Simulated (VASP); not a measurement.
# ScAl7N8 (Cm) in VASP: single point with PBE

Aim: the single point of ScAl7N8 with PBE.

Program: VASP 6.6.1. These are calculated values, not measurements. Logs are shortened: lines on timing, memory, paths and dates and some standing lists are left out, and cuts for length are marked.

### 1 The cell of the first run

The structure is monoclinic, space group Cm (No. 8). The conventional cell has a = 11.020 Å, b = 6.370 Å, c = 10.118 Å, α = 90.00°, β = 90.00°, γ = 90.00°. Al (site symmetry 1) has 4 N at 1.88 to 1.94 Å within 2.5 Å. Within 2.5 Å of Al (site symmetry 1) lie 4 N at 1.89 to 1.93 Å. Al (site symmetry m) has 4 N at 1.92 to 1.94 Å within 2.6 Å. Within 2.5 Å of Al (site symmetry m) lie 4 N at 1.89 to 1.94 Å. Within 2.5 Å of Al (site symmetry m) lie 4 N at 1.92 Å. Al (site symmetry m) has 4 N at 1.91 to 1.95 Å within 2.5 Å. Within 2.5 Å of Al (site symmetry m) lie 4 N at 1.91 to 1.93 Å. Al (site symmetry m) has 4 N at 1.88 to 1.95 Å within 2.5 Å.

### 2 Single point, PBE

INCAR

```
PREC = Accurate
ENCUT = 520
EDIFF = 1E-7
ISMEAR = 0
SIGMA = 0.01
LREAL = Auto
LASPH = True
NELM = 80
ALGO = Normal
ISIF = 2
LWAVE = False
LCHARG = False
GGA = PE
NBANDS = 94
```

KPOINTS

```
Automatic mesh
0
Gamma
  3 3 2
```

POSCAR

```
ScAl7N8
1.0
    6.3645545941     -0.0033911741     -0.0001501297
   -3.1852141399      5.5169527234      0.0000000000
   -0.0002370762     -0.0001368760     10.1177553054
Al Sc N
14 2 16
Direct
    0.1656388842      0.3319968585      0.0029372640
    0.1646268624      0.3367867619      0.4977797619
    0.1656388842      0.8336420257      0.0029372640
    0.1646268624      0.8278401005      0.4977797619
    0.6706020743      0.3353010372      0.4973676147
    0.6703786435      0.8351893217     -0.0018625770
    0.6649142758      0.8324571379      0.5005044472
    0.3303132701      0.1651566350      0.2544040529
    0.3339695860      0.6669847930      0.2493890691
    0.3304663806      0.6652331903      0.7495281373
    0.8328158173      0.1638857885      0.2541606195
    0.8360893044      0.1672025983      0.7465006421
    0.8328158173      0.6689300288      0.2541606195
    0.8360893044      0.6688867060      0.7465006421
    0.6721491152      0.3360745576      0.0017887595
    0.3288227065      0.1644113532      0.7439355636
    0.1647210870      0.3329410459      0.1940844814
    0.1576445420      0.3454968457      0.6845730077
    0.1647210870      0.8317800411      0.1940844814
    0.1576445420      0.8121476963      0.6845730077
    0.6663621594      0.3331810797      0.2076645378
    0.6856442671      0.3428221335      0.6880562936
    0.6671171580      0.8335585790      0.1900678495
    0.6643290962      0.8321645481      0.6903222245
    0.3308818278      0.1654409139      0.4466423621
    0.3180497727      0.1590248864      0.9494224137
    0.3349767256      0.6674883628      0.4382583786
    0.3331593488      0.6665796744      0.9424607674
    0.8324867897      0.1633785424      0.4423210177
    0.8449085092      0.1580870921      0.9356682584
    0.8324867897      0.6691082473      0.4423210177
    0.8449085092      0.6868214171      0.9356682584
```

Potentials or basis: VASP PAW PBE potentials, release 64 (Al, Sc_sv, N).

On the command line:

```
cat potpaw_PBE.64/Al/POTCAR potpaw_PBE.64/Sc_sv/POTCAR potpaw_PBE.64/N/POTCAR > POTCAR
mpirun -np 1 vasp_std > vasp.out
```

OUTCAR:

```text
PREC = Accurate
   ENCUT = 520
   EDIFF = 1E-7
   ISMEAR = 0
   LREAL = Auto
   LASPH = True
   NELM = 80
   ISIF = 2
   GGA = PE

 ion  position               nearest neighbor table
   1  0.166  0.332  0.003-  26 1.88  30 1.90  17 1.93  28 1.94   9 3.10   8 3.13  11 3.13  15 3.15
                            10 3.15   6 3.16  12 3.17   3 3.17  16 3.19   3 3.20   6 3.21  15 3.21
   2  0.165  0.337  0.498-  18 1.89  29 1.91  27 1.92  25 1.93  11 3.07   8 3.09  12 3.10   9 3.10
                            16 3.11  10 3.13   4 3.13   5 3.14   7 3.17   7 3.20   5 3.23   4 3.24
   3  0.166  0.834  0.003-  26 1.88  32 1.90  19 1.93  28 1.94   9 3.10   8 3.13  13 3.13  15 3.15
                            10 3.15   6 3.16  14 3.17   1 3.17  16 3.19   1 3.20   6 3.21  15 3.21
   4  0.165  0.828  0.498-  20 1.89  31 1.91  27 1.92  25 1.93  13 3.07   8 3.09  14 3.10   9 3.10
                            16 3.11  10 3.13   2 3.13   5 3.14   7 3.17   7 3.20   5 3.23   2 3.24
   5  0.671  0.335  0.497-  31 1.92  29 1.92  22 1.93  25 1.94  13 3.07  11 3.07   8 3.09  14 3.12
                            12 3.12  16 3.13   4 3.14   2 3.14   7 3.19   7 3.19   2 3.23   4 3.23
   6  0.670  0.835  0.998-  32 1.89  30 1.89  28 1.94  23 1.94  10 3.14  14 3.14  12 3.14   9 3.15
                             3 3.16   1 3.16  13 3.16  11 3.16  15 3.19  15 3.19   1 3.21   3 3.21
   7  0.665  0.832  0.501-  31 1.92  29 1.92  24 1.92  27 1.92  13 3.09  11 3.09  12 3.10  14 3.10
                            10 3.12   9 3.13   4 3.17   2 3.17   5 3.19   5 3.19   4 3.20   2 3.20
   8  0.330  0.165  0.254-  21 1.91  19 1.94  17 1.94  25 1.95   4 3.09   2 3.09   5 3.09   3 3.13
                             1 3.13  13 3.16  11 3.16  15 3.18   9 3.19   9 3.19  11 3.20  13 3.20
   9  0.334  0.667  0.249-  27 1.91  19 1.93  17 1.93  23 1.93   3 3.10   1 3.10   4 3.10   2 3.10
[... 17 lines left out ...]
  19  0.165  0.832  0.194-   9 1.93  13 1.93   3 1.93   8 1.94
  20  0.158  0.812  0.685-  14 1.88  10 1.88   4 1.89  16 2.03
  21  0.666  0.333  0.208-  11 1.91  13 1.91   8 1.91  15 2.08
  22  0.686  0.343  0.688-  12 1.89  14 1.89   5 1.93  16 2.05
[... 8 lines left out ...]
  31  0.832  0.669  0.442-  13 1.90   4 1.91   7 1.92   5 1.92
  32  0.845  0.687  0.936-   6 1.89   3 1.90  14 1.92  15 2.05

  LATTYP: Found a base centered monoclinic cell.
 ALAT       =    11.0203407546
 B/A-ratio  =     0.5780609168
 C/A-ratio  =     0.9180982271
 COS(beta)  =    -0.0000543025

  Lattice vectors:

 A1 = (   6.3645545941,  -0.0033911741,  -0.0001501297)
 A2 = (   3.1793404542,   5.5135615493,  -0.0001501297)
 A3 = (  -0.0002370762,  -0.0001368760,  10.1177553054)

Analysis of symmetry for initial positions (statically):
=====================================================================
 Subroutine PRICEL returns:
 Original cell was already a primitive cell.

 Routine SETGRP: Setting up the symmetry group for a
 base centered monoclinic supercell.

 Subroutine GETGRP returns: Found  2 space group operations
[... 174 lines left out ...]
   EFERMI =   0.00;   METHOD = LEGACY
   ISMEAR =     0;   SIGMA  =   0.01  broadening in eV -4-tet -1-fermi 0-gaus
   EFERMI_NEDOS =   21; number of points for ismear=-14 and -15
   IALGO  =     38    algorithm
   IMIX   =      4    mixing-type and parameters
     AMIX     =   0.40;   BMIX     =  1.00
     AMIX_MAG =   1.60;   BMIX_MAG =  1.00
  volume/ion in A,a.u.               =      11.10        74.90
  Fermi-wavevector in a.u.,A,eV,Ry     =   1.211685  2.289753 19.975808  1.468180
  Thomas-Fermi vector in A             =   2.347193
   LORBIT       =      0    0 simple, 1 ext, 2 COOP (PROOUT), +10 PAW based schemes
   GGA     = PE    functional components
   LHFCALC =     F    Hartree Fock is set to
   AEXX    =    0.0000 exact exchange contribution
   IVDW    =     0    specifies the selected vdW correction
   LEPSILON=     F    determine dielectric tensor
   LRPA    =     F    only Hartree local field effects (RPA)
 non-spin polarized calculation
 Gauss-broadening in eV      SIGMA  =   0.01
  energy-cutoff  :      520.00
  volume of cell :      355.15
 maximum number of plane-waves:      9596
 NGX is ok and might be reduce to    48
   NGX = 23   NGY = 23   NGZ = 37

 number of electron     144.0000018 magnetization

 Free energy of the ion-electron system (eV)
  ---------------------------------------------------
  ext. energy  EPLUGINS =         0.00000000
  ---------------------------------------------------
  free energy    TOTEN  =      -242.88632060 eV

  energy without entropy =     -242.88632060  energy(sigma->0) =     -242.88632060

 E-fermi :   5.5341     XC(G=0): -10.7803

 val. band max:        5.3627100080   @ k =   0.0000   0.0000   0.0000
 cond. band min:       9.2372457292   @ k =   0.0000   0.0000   0.0000
 fundamental gap:      3.8745357213
 Fermi energy:         5.5341015783

 k-point     1 :       0.0000    0.0000    0.0000
  band No.  band energies     occupation
      1     -41.2900      2.00000
      2     -41.2241      2.00000
      3     -20.1832      2.00000
      4     -20.1042      2.00000
      5     -20.0811      2.00000
      6     -20.0365      2.00000
[... 685 lines left out ...]
     83      11.7260      0.00000
     84      11.8383      0.00000
 [bands above 84 left out]

------------------------ aborting loop because EDIFF is reached ----------------------------------------

  FORCE on cell =-STRESS in cart. coord.  units (eV):
  Direction    XX          YY          ZZ          XY          YZ          ZX
  --------------------------------------------------------------------------------------
  -------------------------------------------------------------------------------------
  Total       -0.1865189     -0.1877977     -0.1053358      0.0011074     -0.0060631     -0.0105015
  in kB       -0.8414255     -0.8471942     -0.4751915      0.0049958     -0.0273519     -0.0473746
  external PRESSURE =      -0.7212704 kB  Pullay stress =       0.0000000 kB

 VOLUME and BASIS-vectors are now :
 -----------------------------------------------------------------------------
  energy-cutoff  :      520.00
  volume of cell :      355.15
      direct lattice vectors                 reciprocal lattice vectors
     6.364554594 -0.003391174 -0.000150130     0.157168535  0.090741296  0.000004910
    -3.185214140  5.516952723  0.000000000     0.000096609  0.181315260  0.000002455
    -0.000237076 -0.000136876 10.117755305     0.000002332  0.000001346  0.098836152

 POSITION                                       TOTAL-FORCE (eV/Angst)
 -----------------------------------------------------------------------------------
     -0.00326      1.83105      0.02969        -0.002346     -0.003057      0.001498
     -0.02508      1.85741      5.03639        -0.000086      0.000848     -0.000143
     -1.60111      4.59860      0.02969        -0.003821     -0.000503      0.001498
     -1.58919      4.56653      5.03639         0.000692     -0.000498     -0.000143
      3.19996      1.84750      5.03214        -0.000393     -0.000227      0.003274
      1.60617      4.60529     10.09881         0.000409      0.000236     -0.001209
[... 24 lines left out ...]
      3.16705      3.68855      4.47517         0.000380      0.000647     -0.001932
      3.18957      3.78617      9.46674        -0.001031      0.063236     -0.021117
 -----------------------------------------------------------------------------------
    total drift:                               -0.004657     -0.002687     -0.013916

  FREE ENERGIE OF THE ION-ELECTRON SYSTEM (eV)
  ---------------------------------------------------
  free  energy   TOTEN  =      -242.8863206039 eV

  energy  without entropy=     -242.8863206039  energy(sigma->0) =     -242.88632060
```

stdout:

```text
POSCAR found type information on POSCAR AlScN
 POSCAR found :  3 types and      32 ions
 scaLAPACK will be used
 LDA part: xc-table for (Slater+PW92), standard interpolation
 POSCAR, INCAR and KPOINTS ok, starting setup
 FFT: planning ... GRIDC
 FFT: planning ... GRID_SOFT
 FFT: planning ... GRID
 WAVECAR not read
 entering main loop
```

Wall time 13 min (1 thread of Intel Xeon 8259CL, shared host); peak memory 0.53 GiB.

Results:

```
Free energy            : -242.8863 eV
Pressure               : -0.1 GPa
Largest force          : 0.082 eV/Å
Band gap on the k mesh : 3.87 eV
```

Forces in eV/Å, atoms in the order of the input:
```
Al  -0.002 -0.003  0.001
Al   0.000  0.001  0.000
Al  -0.004 -0.001  0.001
Al   0.001  0.000  0.000
Al   0.000  0.000  0.003
Al   0.000  0.000 -0.001
Al   0.001  0.001  0.002
Al  -0.002 -0.001  0.000
Al   0.002  0.001  0.000
Al   0.000  0.000 -0.003
Al   0.001 -0.001  0.000
Al   0.001 -0.001  0.001
Al  -0.001  0.001  0.000
Al   0.000  0.001  0.001
Sc   0.005  0.003  0.006
Sc   0.003  0.002  0.004
N   -0.001  0.001 -0.002
N   -0.056  0.034 -0.019
N    0.001 -0.001 -0.002
N    0.001 -0.066 -0.019
N    0.000  0.000  0.056
N    0.056  0.032 -0.021
N    0.001  0.001 -0.001
N    0.001  0.000  0.002
N    0.000  0.000 -0.006
N   -0.061 -0.035  0.042
N    0.000  0.000 -0.001
N    0.001  0.000  0.002
N    0.001  0.000 -0.002
N    0.054 -0.033 -0.021
N    0.000  0.001 -0.002
N   -0.001  0.063 -0.021
```

Caveat: an odd mesh through Γ misses points on the zone boundary, where band edges can lie.
